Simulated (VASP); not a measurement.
# Au (Fm-3m) in VASP: single point with PBEsol

Aim: the single point of Au with PBEsol.

Everything below comes from runs of VASP 6.6.1. Logs are shortened: lines on timing, memory, paths and dates and some standing lists are left out, and cuts for length are marked.

## 1. The cell of the first run

The structure is cubic, space group Fm-3m (No. 225). Conventional cell: a = 4.084 Å, b = 4.084 Å, c = 4.084 Å, α = 90.00°, β = 90.00°, γ = 90.00°. Au (site symmetry m-3m) has 12 Au at 2.89 Å within 3.8 Å.

## 2. Single point, PBEsol

Contents of INCAR:

```
SYSTEM = Au
PREC = Accurate
ENCUT = 520
EDIFF = 1E-6
ISMEAR = 0
SIGMA = 0.1
LREAL = .False.
LASPH = .True.
NELM = 100
ALGO = Normal
ISIF = 2
LWAVE = .False.
LCHARG = .True.
GGA = PS
LELF = .True.
LVHAR = .True.
NBANDS = 12
```

Contents of KPOINTS:

```
regular mesh
0
Gamma
  18 18 18
  0 0 0
```

Contents of POSCAR:

```
Au
1.0
    0.0000000000      2.0417677953      2.0417677953
    2.0417677953      0.0000000000      2.0417677953
    2.0417677953      2.0417677953      0.0000000000
Au
1
Direct
    0.0000000000      0.0000000000      0.0000000000
```

Potentials or basis: VASP PAW PBE potentials, release 64 (Au).

Started as:

```bash
cat potpaw_PBE.64/Au/POTCAR > POTCAR
mpirun -np 1 vasp_std > vasp.out
```

OUTCAR:

```text
SYSTEM = Au
   PREC = Accurate
   ENCUT = 520
   EDIFF = 1E-6
   ISMEAR = 0
   LREAL = .False.
   LASPH = .True.
   NELM = 100
   ISIF = 2
   GGA = PS

 ion  position               nearest neighbor table
   1  0.000  0.000  0.000-

  LATTYP: Found a face centered cubic cell.
 ALAT       =     4.0835355906

  Lattice vectors:

 A1 = (   0.0000000000,   2.0417677953,   2.0417677953)
 A2 = (   2.0417677953,   0.0000000000,   2.0417677953)
 A3 = (   2.0417677953,   2.0417677953,   0.0000000000)

Analysis of symmetry for initial positions (statically):
=====================================================================
 Subroutine PRICEL returns:
 Original cell was already a primitive cell.

 Routine SETGRP: Setting up the symmetry group for a
 face centered cubic supercell.

 Subroutine GETGRP returns: Found 48 space group operations
 (whereof 48 operations were pure point group operations)
 out of a pool of 48 trial point group operations.

The static configuration has the point symmetry O_h .

Analysis of symmetry for dynamics (positions and initial velocities):
=====================================================================
 Subroutine PRICEL returns:
 Original cell was already a primitive cell.

 Routine SETGRP: Setting up the symmetry group for a
 face centered cubic supercell.

 Subroutine GETGRP returns: Found 48 space group operations
 (whereof 48 operations were pure point group operations)
 out of a pool of 48 trial point group operations.

The dynamic configuration has the point symmetry O_h .

 Subroutine INISYM returns: Found 48 space group operations
 (whereof 48 operations are pure point group operations),
 and found     1 'primitive' translations

----------------------------------------------------------------------------------------

                                     Primitive cell

  volume of cell :      17.0235

  direct lattice vectors                    reciprocal lattice vectors
     0.000000000  2.041767795  2.041767795    -0.244885829  0.244885829  0.244885829
     2.041767795  0.000000000  2.041767795     0.244885829 -0.244885829  0.244885829
     2.041767795  2.041767795  0.000000000     0.244885829  0.244885829 -0.244885829

  length of vectors
     2.887495707  2.887495707  2.887495707     0.424154699  0.424154699  0.424154699

  position of ions in fractional coordinates (direct lattice)
     0.000000000  0.000000000  0.000000000

  ion indices of the primitive-cell ions
   primitive index   ion index
                 1           1

----------------------------------------------------------------------------------------

 KPOINTS: regular mesh

Automatic generation of k-mesh.
 Grid dimensions read from file:
 generate k-points for:   18   18   18

 Generating k-lattice:

  Cartesian coordinates                     Fractional coordinates (reciprocal lattice)
    -0.013604768  0.013604768  0.013604768     0.055555556  0.000000000  0.000000000
     0.013604768 -0.013604768  0.013604768     0.000000000  0.055555556  0.000000000
     0.013604768  0.013604768 -0.013604768     0.000000000  0.000000000  0.055555556

  Length of vectors
     0.023564150  0.023564150  0.023564150

  Shift w.r.t. Gamma in fractional coordinates (k-lattice)
     0.000000000  0.000000000  0.000000000

 Subroutine IBZKPT returns following result:
 ===========================================

 Found    195 irreducible k-points:

 Following reciprocal coordinates:
            Coordinates               Weight
  0.000000  0.000000  0.000000      1.000000
  0.055556  0.000000  0.000000      8.000000
  0.111111  0.000000  0.000000      8.000000
  0.166667  0.000000  0.000000      8.000000
  0.222222  0.000000  0.000000      8.000000
  0.277778  0.000000  0.000000      8.000000
[... 16 lines left out ...]
 -0.277778  0.055556  0.000000     24.000000
 -0.222222  0.055556  0.000000     24.000000
 [... further k-points ...]
   k-points           NKPTS =    195   k-points in BZ     NKDIM =    195   number of bands    NBANDS=     12
   number of dos      NEDOS =    301   number of ions     NIONS =      1
   total plane-waves  NPLWV =  13824
   dimension x,y,z NGX =    24 NGY =   24 NGZ =   24
   dimension x,y,z NGXF=    48 NGYF=   48 NGZF=   48
   ions per type =               1
   NGX,Y,Z   is equivalent  to a cutoff of  13.82, 13.82, 13.82 a.u.
   NGXF,Y,Z  is equivalent  to a cutoff of  27.64, 27.64, 27.64 a.u.
 SYSTEM =  Au
   PREC   = accura    normal or accurate (medium, high low for compatibility)
   ISTART =      0    job   : 0-new  1-cont  2-samecut
   ICHARG =      2    charge: 1-file 2-atom 10-const
   ISPIN  =      1    spin polarized calculation?
   LNONCOLLINEAR =      F non collinear calculations
   LSORBIT =      F    spin-orbit coupling
   LASPH  =      T    aspherical Exc in radial PAW
   ENCUT  =  520.0 eV  38.22 Ry    6.18 a.u.   5.37  5.37  5.37*2*pi/ulx,y,z
   NELM   =    100;   NELMIN=  2; NELMDL= -5     # of ELM steps
   EDIFF  = 0.1E-05   stopping-criterion for ELM
   LREAL  =      F    real-space projection
   EDIFFG = 0.1E-04   stopping-criterion for IOM
   NSW    =      0    number of steps for IOM
   IBRION =     -1    ionic relax: 0-MD 1-quasi-New 2-CG
   NFREE  =      0    steps in history (QN), initial steepest desc. (CG)
   ISIF   =      2    stress and relaxation
   ISYM   =      2    0-nonsym 1-usesym 2-fastsym
   POTIM  = 0.5000    time-step for ionic-motion
   TEBEG  =    0.0;   TEEND  =   0.0 temperature during run
   PSTRESS=    0.0 pullay stress
   NELECT =      11.0000    total number of electrons
   NUPDOWN=      -1.0000    fix difference up-down
   EMIN   =  10.00;   EMAX   =-10.00  energy-range for DOS
   EFERMI =   0.00;   METHOD = LEGACY
   ISMEAR =     0;   SIGMA  =   0.10  broadening in eV -4-tet -1-fermi 0-gaus
   EFERMI_NEDOS =   21; number of points for ismear=-14 and -15
   IALGO  =     38    algorithm
   IMIX   =      4    mixing-type and parameters
     AMIX     =   0.40;   BMIX     =  1.00
     AMIX_MAG =   1.60;   BMIX_MAG =  1.00
  volume/ion in A,a.u.               =      17.02       114.88
  Fermi-wavevector in a.u.,A,eV,Ry     =   1.415325  2.674576 27.254424  2.003144
  Thomas-Fermi vector in A             =   2.536775
   LORBIT       =      0    0 simple, 1 ext, 2 COOP (PROOUT), +10 PAW based schemes
   GGA     = PS    functional components
   LHFCALC =     F    Hartree Fock is set to
   AEXX    =    0.0000 exact exchange contribution
   IVDW    =     0    specifies the selected vdW correction
   LEPSILON=     F    determine dielectric tensor
   LRPA    =     F    only Hartree local field effects (RPA)
 non-spin polarized calculation
 Gauss-broadening in eV      SIGMA  =   0.10
  energy-cutoff  :      520.00
  volume of cell :       17.02
 maximum number of plane-waves:       473
 NGX is ok and might be reduce to    24
   NGX = 11   NGY = 11   NGZ = 11

 number of electron      11.0000000 magnetization

 Free energy of the ion-electron system (eV)
  ---------------------------------------------------
  ext. energy  EPLUGINS =         0.00000000
  ---------------------------------------------------
  free energy    TOTEN  =        -3.92508560 eV

  energy without entropy =       -3.92366380  energy(sigma->0) =       -3.92437470

 E-fermi :   9.2660     XC(G=0): -12.8908

 val. band max:        9.2637483158   @ k =   0.5000   0.1667   0.0556
 cond. band min:       9.2709192101   @ k =   0.5000   0.2778   0.1111
 fundamental gap:      0.0071708944
 Fermi energy:         9.2660110593

 k-point     1 :       0.0000    0.0000    0.0000
  band No.  band energies     occupation
      1      -0.6360      2.00000
      2       4.6129      2.00000
      3       4.6129      2.00000
      4       4.6129      2.00000
      5       6.1460      2.00000
      6       6.1460      2.00000
      7      23.7945      0.00000
      8      27.7952      0.00000
      9      27.7952      0.00000
     10      27.7952      0.00000
     11      32.6648      0.00000
     12      37.3408      0.00000

 k-point     2 :       0.0556    0.0000    0.0000
  band No.  band energies     occupation
      1      -0.5279      2.00000
      2       4.5766      2.00000
      3       4.6506      2.00000
      4       4.6506      2.00000
      5       6.1285      2.00000
      6       6.1285      2.00000
      7      23.9240      0.00000
      8      27.0774      0.00000
      9      27.9245      0.00000
     10      27.9245      0.00000
     11      33.2824      0.00000
     12      35.9946      0.00000

 k-point     3 :       0.1111    0.0000    0.0000
  band No.  band energies     occupation
      1      -0.2122      2.00000
      2       4.4846      2.00000
      3       4.7490      2.00000
      4       4.7490      2.00000
      5       6.0929      2.00000
      6       6.0929      2.00000
      7      24.2180      0.00000
      8      25.5974      0.00000
      9      28.2902      0.00000
     10      28.2902      0.00000
     11      33.0612      0.00000
     12      35.3598      0.00000

 k-point     4 :       0.1667    0.0000    0.0000
  band No.  band energies     occupation
      1       0.2804      2.00000
      2       4.3881      2.00000
      3       4.8592      2.00000
      4       4.8592      2.00000
      5       6.0920      2.00000
      6       6.0920      2.00000
      7      23.4783      0.00000
      8      24.8983      0.00000
      9      28.8075      0.00000
     10      28.8075      0.00000
     11      31.6484      0.00000
     12      33.8738      0.00000

 k-point     5 :       0.2222    0.0000    0.0000
  band No.  band energies     occupation
      1       0.8776      2.00000
      2       4.3837      2.00000
      3       4.9073      2.00000
      4       4.9073      2.00000
      5       6.2016      2.00000
      6       6.2016      2.00000
      7      21.5041      0.00000
      8      24.9773      0.00000
      9      29.2296      0.00000
     10      29.2296      0.00000
     11      30.9583      0.00000
     12      32.6333      0.00000
[... 228 lines left out ...]
      1       2.0235      2.00000
      2       4.6060      2.00000
      3       4.6918      2.00000
      4       6.2797      2.00000
      5       7.0120      2.00000
      6       7.8003      2.00000
      7      14.4204      0.00000
      8      23.5954      0.00000
      9      26.0225      0.00000
     10      27.3027      0.00000
     11      33.2633      0.00000
     12      33.9228      0.00000

 k-point    22 :      -0.3333    0.0556    0.0000
  band No.  band energies     occupation
      1       1.9404      2.00000
      2       4.7004      2.00000
      3       4.7798      2.00000
      4       5.4151      2.00000
      5       6.6818      2.00000
      6       7.2672      2.00000
      7      16.4710      0.00000
      8      23.9967      0.00000
      9      26.5246      0.00000
     10      28.4414      0.00000
     11      32.1015      0.00000
     12      33.2450      0.00000

 k-point    23 :      -0.2778    0.0556    0.0000
  band No.  band energies     occupation
      1       1.6725      2.00000
      2       4.6379      2.00000
      3       4.8668      2.00000
      4       4.8849      2.00000
      5       6.3317      2.00000
      6       6.8648      2.00000
      7      18.6606      0.00000
      8      24.4898      0.00000
      9      27.2080      0.00000
     10      29.8310      0.00000
     11      30.8658      0.00000
     12      32.3613      0.00000

 k-point    24 :      -0.2222    0.0556    0.0000
  band No.  band energies     occupation
      1       1.1681      2.00000
      2       4.3351      2.00000
      3       4.9197      2.00000
      4       4.9589      2.00000
      5       6.0478      2.00000
      6       6.5327      2.00000
      7      20.8503      0.00000
      8      24.8826      0.00000
      9      27.8146      0.00000
     10      30.0867      0.00000
     11      30.6951      0.00000
     12      32.1354      0.00000

 [... further k-points ...]

------------------------ aborting loop because EDIFF is reached ----------------------------------------

  FORCE on cell =-STRESS in cart. coord.  units (eV):
  Direction    XX          YY          ZZ          XY          YZ          ZX
  --------------------------------------------------------------------------------------
  -------------------------------------------------------------------------------------
  Total       -0.0289204     -0.0289204     -0.0289204     -0.0000000     -0.0000000     -0.0000000
  in kB       -2.7218570     -2.7218570     -2.7218570     -0.0000000     -0.0000000     -0.0000000
  external PRESSURE =      -2.7218570 kB  Pullay stress =       0.0000000 kB

 VOLUME and BASIS-vectors are now :
 -----------------------------------------------------------------------------
  energy-cutoff  :      520.00
  volume of cell :       17.02
      direct lattice vectors                 reciprocal lattice vectors
     0.000000000  2.041767795  2.041767795    -0.244885829  0.244885829  0.244885829
     2.041767795  0.000000000  2.041767795     0.244885829 -0.244885829  0.244885829
     2.041767795  2.041767795  0.000000000     0.244885829  0.244885829 -0.244885829

 POSITION                                       TOTAL-FORCE (eV/Angst)
 -----------------------------------------------------------------------------------
      0.00000      0.00000      0.00000         0.000000      0.000000      0.000000
 -----------------------------------------------------------------------------------
    total drift:                               -0.000000      0.000000      0.000000

  FREE ENERGIE OF THE ION-ELECTRON SYSTEM (eV)
  ---------------------------------------------------
  free  energy   TOTEN  =        -3.9250855995 eV

  energy  without entropy=       -3.9236638019  energy(sigma->0) =       -3.92437470
```

Run time: 10 s. Hardware: 1 thread of Intel Xeon 6975P-C (Granite Rapids), shared host; peak memory 0.17 GiB.

What came out:

```
Free energy : -3.9251 eV
Pressure    : -0.3 GPa
```

Caveat: the PAW data sets were made with another functional, which shifts forces and pressure a little; spin-orbit coupling is left out, which moves the levels of the heavy elements.
